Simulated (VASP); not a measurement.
# Bi3Ir (Pm-3m) in VASP: notebook

Bi3Ir is run at these levels: PBE; tasks: single point, relaxation of cell and atoms.

Program: VASP 6.6.1. These are calculated values, not measurements. Logs are shortened: lines on timing, memory, paths and dates and some standing lists are left out, and cuts for length are marked.

## 1. The cell of the first run

The structure is cubic, space group Pm-3m (No. 221). The conventional cell has a = 4.685 Å, b = 4.685 Å, c = 4.685 Å, α = 90.00°, β = 90.00°, γ = 90.00°. Bi (site symmetry 4/mmm) has 8 Bi at 3.31 Å and 4 Ir at 3.31 Å within 4.4 Å. Ir (site symmetry m-3m) has 12 Bi at 3.31 Å within 4.4 Å.

## 2. Single point, PBE

Contents of INCAR:

```
  PREC = Accurate
  ENCUT = 520
  EDIFF = 1E-7
  ISMEAR = 0
  SIGMA = 0.1
  LREAL = False
  LASPH = True
  NELM = 100
  ALGO = Fast
  ISIF = 2
  LWAVE = False
  LCHARG = False
  GGA = PE
  NBANDS = 35
```

Contents of KPOINTS:

```
Automatic mesh
0
Gamma
  10 10 10
```

Contents of POSCAR:

```
Bi3Ir
1.0
    4.6845075703      0.0000000000      0.0000000000
    0.0000000000      4.6845075703      0.0000000000
    0.0000000000      0.0000000000      4.6845075703
Bi Ir
3 1
Direct
    0.0000000000      0.5000000000      0.5000000000
    0.5000000000      0.0000000000      0.5000000000
    0.5000000000      0.5000000000      0.0000000000
    0.0000000000      0.0000000000      0.0000000000
```

Potentials or basis: VASP PAW PBE potentials, release 64 (Bi_d, Ir).

Run with:

```
> cat potpaw_PBE.64/Bi_d/POTCAR potpaw_PBE.64/Ir/POTCAR > POTCAR
> mpirun -np 1 vasp_std > vasp.out
```

OUTCAR:

```text
PREC = Accurate
   ENCUT = 520
   EDIFF = 1E-7
   ISMEAR = 0
   LREAL = False
   LASPH = True
   NELM = 100
   ISIF = 2
   GGA = PE

 ion  position               nearest neighbor table
   1  0.000  0.500  0.500-   2 3.31   3 3.31   4 3.31   3 3.31   4 3.31   2 3.31   4 3.31   4 3.31
                             2 3.31   3 3.31   3 3.31   2 3.31
   2  0.500  0.000  0.500-   1 3.31   3 3.31   4 3.31   3 3.31   4 3.31   1 3.31   3 3.31   3 3.31
                             1 3.31   4 3.31   4 3.31   1 3.31
   3  0.500  0.500  0.000-   1 3.31   2 3.31   4 3.31   1 3.31   2 3.31   2 3.31   4 3.31   2 3.31
                             1 3.31   4 3.31   1 3.31   4 3.31
   4  0.000  0.000  0.000-   1 3.31   2 3.31   3 3.31   1 3.31   2 3.31   1 3.31   3 3.31   1 3.31
                             2 3.31   3 3.31   2 3.31   3 3.31

  LATTYP: Found a simple cubic cell.
 ALAT       =     4.6845075703

  Lattice vectors:

 A1 = (   4.6845075703,   0.0000000000,   0.0000000000)
 A2 = (   0.0000000000,   4.6845075703,   0.0000000000)
 A3 = (   0.0000000000,   0.0000000000,   4.6845075703)

Analysis of symmetry for initial positions (statically):
=====================================================================
 Subroutine PRICEL returns:
 Original cell was already a primitive cell.

 Routine SETGRP: Setting up the symmetry group for a
 simple cubic supercell.

 Subroutine GETGRP returns: Found 48 space group operations
 (whereof 48 operations were pure point group operations)
 out of a pool of 48 trial point group operations.

The static configuration has the point symmetry O_h .

Analysis of symmetry for dynamics (positions and initial velocities):
=====================================================================
 Subroutine PRICEL returns:
 Original cell was already a primitive cell.

 Routine SETGRP: Setting up the symmetry group for a
 simple cubic supercell.

 Subroutine GETGRP returns: Found 48 space group operations
 (whereof 48 operations were pure point group operations)
 out of a pool of 48 trial point group operations.

The dynamic configuration has the point symmetry O_h .

 Subroutine INISYM returns: Found 48 space group operations
 (whereof 48 operations are pure point group operations),
 and found     1 'primitive' translations

----------------------------------------------------------------------------------------

                                     Primitive cell

  volume of cell :     102.7997

  direct lattice vectors                    reciprocal lattice vectors
     4.684507570  0.000000000  0.000000000     0.213469609  0.000000000  0.000000000
     0.000000000  4.684507570  0.000000000     0.000000000  0.213469609  0.000000000
     0.000000000  0.000000000  4.684507570     0.000000000  0.000000000  0.213469609

  length of vectors
     4.684507570  4.684507570  4.684507570     0.213469609  0.213469609  0.213469609

  position of ions in fractional coordinates (direct lattice)
     0.000000000  0.500000000  0.500000000
     0.500000000  0.000000000  0.500000000
     0.500000000  0.500000000  0.000000000
     0.000000000  0.000000000  0.000000000

  ion indices of the primitive-cell ions
   primitive index   ion index
                 1           1
                 2           2
                 3           3
                 4           4

----------------------------------------------------------------------------------------

 KPOINTS: Automatic mesh

Automatic generation of k-mesh.
 Grid dimensions read from file:
 generate k-points for:   10   10   10

 Generating k-lattice:

  Cartesian coordinates                     Fractional coordinates (reciprocal lattice)
     0.021346961  0.000000000  0.000000000     0.100000000  0.000000000  0.000000000
     0.000000000  0.021346961  0.000000000     0.000000000  0.100000000  0.000000000
     0.000000000  0.000000000  0.021346961     0.000000000  0.000000000  0.100000000

  Length of vectors
     0.021346961  0.021346961  0.021346961

  Shift w.r.t. Gamma in fractional coordinates (k-lattice)
     0.000000000  0.000000000  0.000000000

 Subroutine IBZKPT returns following result:
 ===========================================

 Found     56 irreducible k-points:

 Following reciprocal coordinates:
            Coordinates               Weight
  0.000000  0.000000  0.000000      1.000000
  0.100000  0.000000  0.000000      6.000000
  0.200000  0.000000  0.000000      6.000000
  0.300000  0.000000  0.000000      6.000000
  0.400000  0.000000  0.000000      6.000000
  0.500000  0.000000  0.000000      3.000000
[... 16 lines left out ...]
  0.200000  0.100000  0.100000     24.000000
  0.300000  0.100000  0.100000     24.000000
 [... further k-points ...]
   k-points           NKPTS =     56   k-points in BZ     NKDIM =     56   number of bands    NBANDS=     35
   number of dos      NEDOS =    301   number of ions     NIONS =      4
   total plane-waves  NPLWV =  46656
   dimension x,y,z NGX =    36 NGY =   36 NGZ =   36
   dimension x,y,z NGXF=    72 NGYF=   72 NGZF=   72
   ions per type =               3   1
   NGX,Y,Z   is equivalent  to a cutoff of  12.78, 12.78, 12.78 a.u.
   NGXF,Y,Z  is equivalent  to a cutoff of  25.55, 25.55, 25.55 a.u.
 SYSTEM =  unknown system
   PREC   = accura    normal or accurate (medium, high low for compatibility)
   ISTART =      0    job   : 0-new  1-cont  2-samecut
   ICHARG =      2    charge: 1-file 2-atom 10-const
   ISPIN  =      1    spin polarized calculation?
   LNONCOLLINEAR =      F non collinear calculations
   LSORBIT =      F    spin-orbit coupling
   LASPH  =      T    aspherical Exc in radial PAW
   ENCUT  =  520.0 eV  38.22 Ry    6.18 a.u.   8.71  8.71  8.71*2*pi/ulx,y,z
   NELM   =    100;   NELMIN=  2; NELMDL= -5     # of ELM steps
   EDIFF  = 0.1E-06   stopping-criterion for ELM
   LREAL  =      F    real-space projection
   EDIFFG = 0.1E-05   stopping-criterion for IOM
   NSW    =      0    number of steps for IOM
   IBRION =     -1    ionic relax: 0-MD 1-quasi-New 2-CG
   NFREE  =      0    steps in history (QN), initial steepest desc. (CG)
   ISIF   =      2    stress and relaxation
   ISYM   =      2    0-nonsym 1-usesym 2-fastsym
   POTIM  = 0.5000    time-step for ionic-motion
   TEBEG  =    0.0;   TEEND  =   0.0 temperature during run
   PSTRESS=    0.0 pullay stress
   NELECT =      54.0000    total number of electrons
   NUPDOWN=      -1.0000    fix difference up-down
   EMIN   =  10.00;   EMAX   =-10.00  energy-range for DOS
   EFERMI =   0.00;   METHOD = LEGACY
   ISMEAR =     0;   SIGMA  =   0.10  broadening in eV -4-tet -1-fermi 0-gaus
   EFERMI_NEDOS =   21; number of points for ismear=-14 and -15
   IALGO  =     68    algorithm
   IMIX   =      4    mixing-type and parameters
     AMIX     =   0.40;   BMIX     =  1.00
     AMIX_MAG =   1.60;   BMIX_MAG =  1.00
  volume/ion in A,a.u.               =      25.70       173.43
  Fermi-wavevector in a.u.,A,eV,Ry     =   1.320917  2.496171 23.739734  1.744821
  Thomas-Fermi vector in A             =   2.450708
   LORBIT       =      0    0 simple, 1 ext, 2 COOP (PROOUT), +10 PAW based schemes
   GGA     = PE    functional components
   LHFCALC =     F    Hartree Fock is set to
   AEXX    =    0.0000 exact exchange contribution
   IVDW    =     0    specifies the selected vdW correction
   LEPSILON=     F    determine dielectric tensor
   LRPA    =     F    only Hartree local field effects (RPA)
 non-spin polarized calculation
 RMM-DIIS sequential band-by-band and
 Gauss-broadening in eV      SIGMA  =   0.10
  energy-cutoff  :      520.00
  volume of cell :      102.80
 maximum number of plane-waves:      2800
 NGX is ok and might be reduce to    36
   NGX = 17   NGY = 17   NGZ = 17

 number of electron      53.9999963 magnetization

 Free energy of the ion-electron system (eV)
  ---------------------------------------------------
  ext. energy  EPLUGINS =         0.00000000
  ---------------------------------------------------
  free energy    TOTEN  =       -18.49292378 eV

  energy without entropy =      -18.47957140  energy(sigma->0) =      -18.48624759

 E-fermi :   8.5039     XC(G=0): -11.0834

 val. band max:        8.5032170492   @ k =   0.4000   0.2000   0.2000
 cond. band min:       8.5110016150   @ k =   0.2000   0.0000   0.0000
 fundamental gap:      0.0077845658
 Fermi energy:         8.5039261622

 k-point     1 :       0.0000    0.0000    0.0000
  band No.  band energies     occupation
      1     -14.6792      2.00000
      2     -14.6792      2.00000
      3     -14.6792      2.00000
      4     -14.6412      2.00000
      5     -14.5290      2.00000
      6     -14.5290      2.00000
[... 27 lines left out ...]
     34      14.7770      0.00000
     35      16.0905      0.00000

 k-point     2 :       0.1000    0.0000    0.0000
  band No.  band energies     occupation
      1     -14.6782      2.00000
      2     -14.6705      2.00000
      3     -14.6705      2.00000
      4     -14.6357      2.00000
      5     -14.5283      2.00000
      6     -14.5241      2.00000
[... 27 lines left out ...]
     34      15.2097      0.00000
     35      16.2428      0.00000

 k-point     3 :       0.2000    0.0000    0.0000
  band No.  band energies     occupation
      1     -14.6755      2.00000
      2     -14.6451      2.00000
      3     -14.6451      2.00000
      4     -14.6198      2.00000
      5     -14.5264      2.00000
      6     -14.5103      2.00000
[... 27 lines left out ...]
     34      15.5153      0.00000
     35      16.1923      0.00000

 k-point     4 :       0.3000    0.0000    0.0000
  band No.  band energies     occupation
      1     -14.6721      2.00000
      2     -14.6053      2.00000
      3     -14.6053      2.00000
      4     -14.5966      2.00000
      5     -14.5239      2.00000
      6     -14.4899      2.00000
[... 27 lines left out ...]
     34      15.2409      0.00000
     35      16.0376      0.00000

 k-point     5 :       0.4000    0.0000    0.0000
  band No.  band energies     occupation
      1     -14.6693      2.00000
      2     -14.5721      2.00000
      3     -14.5548      2.00000
      4     -14.5548      2.00000
      5     -14.5213      2.00000
      6     -14.4679      2.00000
[... 638 lines left out ...]
 k-point    22 :       0.1000    0.1000    0.1000
  band No.  band energies     occupation
      1     -14.6671      2.00000
      2     -14.6597      2.00000
      3     -14.6597      2.00000
      4     -14.6235      2.00000
      5     -14.5204      2.00000
      6     -14.5204      2.00000
[... 27 lines left out ...]
     34      15.4302      0.00000
     35      16.1811      0.00000

 k-point    23 :       0.2000    0.1000    0.1000
  band No.  band energies     occupation
      1     -14.6617      2.00000
      2     -14.6419      2.00000
      3     -14.6378      2.00000
      4     -14.6058      2.00000
      5     -14.5185      2.00000
      6     -14.5056      2.00000
[... 27 lines left out ...]
     34      15.3573      0.00000
     35      15.7781      0.00000

 k-point    24 :       0.3000    0.1000    0.1000
  band No.  band energies     occupation
      1     -14.6577      2.00000
      2     -14.6117      2.00000
      3     -14.6031      2.00000
      4     -14.5784      2.00000
      5     -14.5163      2.00000
      6     -14.4844      2.00000
[... 27 lines left out ...]
     34      14.4184      0.00000
     35      15.7572      0.00000

 [... further k-points ...]
[... 5 lines left out ...]
  --------------------------------------------------------------------------------------
  -------------------------------------------------------------------------------------
  Total       -0.0414984     -0.0414984     -0.0414984      0.0000000     -0.0000000      0.0000000
  in kB       -0.6467701     -0.6467701     -0.6467701      0.0000000     -0.0000000      0.0000000
  external PRESSURE =      -0.6467701 kB  Pullay stress =       0.0000000 kB

 VOLUME and BASIS-vectors are now :
 -----------------------------------------------------------------------------
  energy-cutoff  :      520.00
  volume of cell :      102.80
      direct lattice vectors                 reciprocal lattice vectors
     4.684507570  0.000000000  0.000000000     0.213469609  0.000000000  0.000000000
     0.000000000  4.684507570  0.000000000     0.000000000  0.213469609  0.000000000
     0.000000000  0.000000000  4.684507570     0.000000000  0.000000000  0.213469609

 POSITION                                       TOTAL-FORCE (eV/Angst)
 -----------------------------------------------------------------------------------
      0.00000      2.34225      2.34225         0.000000      0.000000      0.000000
      2.34225      0.00000      2.34225         0.000000      0.000000      0.000000
      2.34225      2.34225      0.00000         0.000000      0.000000      0.000000
      0.00000      0.00000      0.00000         0.000000      0.000000      0.000000
 -----------------------------------------------------------------------------------
    total drift:                                0.000000      0.000000      0.000000

  FREE ENERGIE OF THE ION-ELECTRON SYSTEM (eV)
  ---------------------------------------------------
  free  energy   TOTEN  =       -18.4929237778 eV

  energy  without entropy=      -18.4795714007  energy(sigma->0) =      -18.48624759
```

Run time: 81 s. Hardware: 1 thread of Intel Xeon 6975P-C (Granite Rapids), shared host; peak memory 0.32 GiB.

Results:

```yaml
Free_energy: -18.4929 eV
Pressure: -0.1 GPa
Band_gap_on_the_k_mesh: zero (bands 27 and 28 overlap by 1.21 eV)
```

Levels at points of the mesh, in eV from the Fermi level:
```tsv
k point	band 24	band 25	band 26	band 27	band 28	band 29	band 30	band 31
(0.00, 0.00, 0.00)	-1.29	-1.15	-1.15	-0.93	1.17	1.17	1.17	3.14
(0.50, 0.00, 0.00)	-1.16	-1.16	-0.94	-0.45	-0.17	-0.17	2.18	3.81
(0.50, 0.50, 0.00)	-1.12	-1.03	-0.89	-0.89	-0.79	1.80	1.80	2.98
(0.50, 0.50, 0.50)	-0.94	-0.94	-0.75	-0.75	-0.75	4.58	4.58	5.10
```

Caveat: spin-orbit coupling is left out, which moves the levels of the heavy elements.

## 3. Relaxation of cell and atoms, PBE

This run uses another cell than the first one, of 25.83 Å³/atom.

Contents of INCAR:

```
PREC = Accurate ; ENCUT = 600
EDIFF = 1E-7 ; ISMEAR = 0
SIGMA = 0.1 ; LREAL = F
LASPH = T ; NELM = 100
ALGO = Fast ; ISIF = 3
LWAVE = F ; LCHARG = F
GGA = PE ; IBRION = 2
NSW = 100 ; EDIFFG = -0.01
```

KPOINTS is that of step 2.

Contents of POSCAR:

```
Bi3Ir
1.0
    4.6922040376      0.0000000000      0.0000000000
    0.0000000000      4.6922040376      0.0000000000
    0.0000000000      0.0000000000      4.6922040376
Bi Ir
3 1
Direct
    0.0000000000      0.5000000000      0.5000000000
    0.5000000000      0.0000000000      0.5000000000
    0.5000000000      0.5000000000      0.0000000000
    0.0000000000      0.0000000000      0.0000000000
```

Potentials or basis: VASP PAW PBE potentials, release 64 (Bi_d, Ir).

Run with:

```
> cat potpaw_PBE.64/Bi_d/POTCAR potpaw_PBE.64/Ir/POTCAR > POTCAR
> mpirun -np 1 vasp_std > vasp.out
```

It took 4.3 min on 1 thread of Intel Xeon 6975P-C (Granite Rapids), shared host; peak memory 0.38 GiB.

The run converged. Its results:

| Item | Value |
| --- | --- |
| Free energy | -18.4931 eV |
| Relaxed volume | 25.70 Å³/atom |
| Relaxed cell | a = 4.684 Å, b = 4.684 Å, c = 4.684 Å, α = 90.00°, β = 90.00°, γ = 90.00° |
| Space group after relaxing (to 0.1 Å) | Pm-3m (No. 221) |
| Energy gained by relaxing | 0.2 meV/atom |
| Ionic steps | 3 |
| Pressure after relaxing | 0.0 GPa |
| Band gap on the k mesh | zero (bands 27 and 28 overlap by 1.21 eV) |

Step by step:
| step | energy change (eV) | largest force (eV/Å) | pressure (GPa) | volume (Å³) |
| --- | --- | --- | --- | --- |
| 1 | 0.0000 | 0.0000 | -0.39 | 103.31 |
| 2 | -0.0002 | 0.0000 | 0.34 | 102.36 |
| 3 | -0.0007 | 0.0000 | 0.00 | 102.78 |

Final structure:
```
Bi Ir
1.0
     4.68425    0.00000    0.00000
     0.00000    4.68425    0.00000
     0.00000    0.00000    4.68425
Bi Ir
3 1
Direct
  0.00000 0.50000 0.50000
  0.50000 0.00000 0.50000
  0.50000 0.50000 0.00000
  0.00000 0.00000 0.00000
```

Levels at points of the mesh, in eV from the Fermi level:
```tsv
k point	band 24	band 25	band 26	band 27	band 28	band 29	band 30	band 31
(0.00, 0.00, 0.00)	-1.29	-1.15	-1.15	-0.93	1.17	1.17	1.17	3.14
(0.50, 0.00, 0.00)	-1.16	-1.16	-0.94	-0.45	-0.17	-0.17	2.18	3.81
(0.50, 0.50, 0.00)	-1.12	-1.03	-0.89	-0.89	-0.79	1.80	1.80	2.98
(0.50, 0.50, 0.50)	-0.94	-0.94	-0.75	-0.75	-0.75	4.58	4.58	5.10
```

Caveat: spin-orbit coupling is left out, which moves the levels of the heavy elements.
